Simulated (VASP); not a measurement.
NaHF2: single point with PBEsol+D3(BJ)

Crystal: NaHF2.

```
CELL_PARAMETERS angstrom
1.73700 1.00286 4.58333
-1.73700 1.00286 4.58333
0.00000 -2.00571 4.58333
ATOMIC_POSITIONS crystal
Na 0.00000 0.00000 0.00000
H 0.50000 0.50000 0.50000
F 0.41760 0.41760 0.41760
F 0.58240 0.58240 0.58240
```

```json
{"Program": "VASP 6.6.1", "Task": "single point", "Functional": "PBEsol", "Dispersion": "D3(BJ)", "Potentials or basis": "VASP PAW PBE potentials, release 64 (Na_pv, H, F)", "Cutoff": "600 eV", "k mesh": "6 × 6 × 6", "Occupations": "gaussian, width 0.01 eV", "Spin": "no spin polarisation", "Dipole correction": "no", "Further INCAR settings": "ALGO = Normal; EDIFF = 1e-06; NBANDS = 19"}
```

```yaml
Pressure: -0.6 GPa
Largest_force: 0.337 eV/Å
Band_gap_on_the_k_mesh: 6.89 eV (least direct gap 7.06 eV)
Dispersion_energy_per_atom: -0.069 eV
```

Forces in eV/Å, atoms in the order of the input:
```
Na   0.000  0.000  0.000
H    0.000  0.000  0.000
F    0.000  0.000 -0.337
F    0.000  0.000  0.337
```

Stress tensor (GPa, compression positive):
```
-1.32  0.00  0.00
 0.00 -1.32  0.00
 0.00  0.00  0.97
```

Levels at points of the mesh, in eV from the valence-band top:
| k point | band 9 | band 10 | band 11 | band 12 | band 13 | band 14 |
| --- | --- | --- | --- | --- | --- | --- |
| (0.00, 0.00, 0.00) | -0.23 | -0.23 | -0.16 | 6.89 | 13.20 | 14.36 |
| (0.50, 0.00, 0.00) | -0.51 | -0.35 | -0.32 | 11.05 | 11.79 | 15.16 |
| (0.50, 0.50, 0.00) | -0.81 | -0.53 | -0.12 | 11.95 | 12.13 | 13.58 |
| (0.50, 0.50, 0.50) | -0.73 | 0.00 | 0.00 | 8.65 | 9.76 | 16.42 |

It took 25 s on 1 thread of AMD EPYC 9R45 96-Core Processor (Zen 5), with other jobs on the host, peak memory 0.21 GiB.

Caveat: three body term missing; the PAW data sets were made with another functional, which shifts forces and pressure a little. A k mesh can miss the band edges.
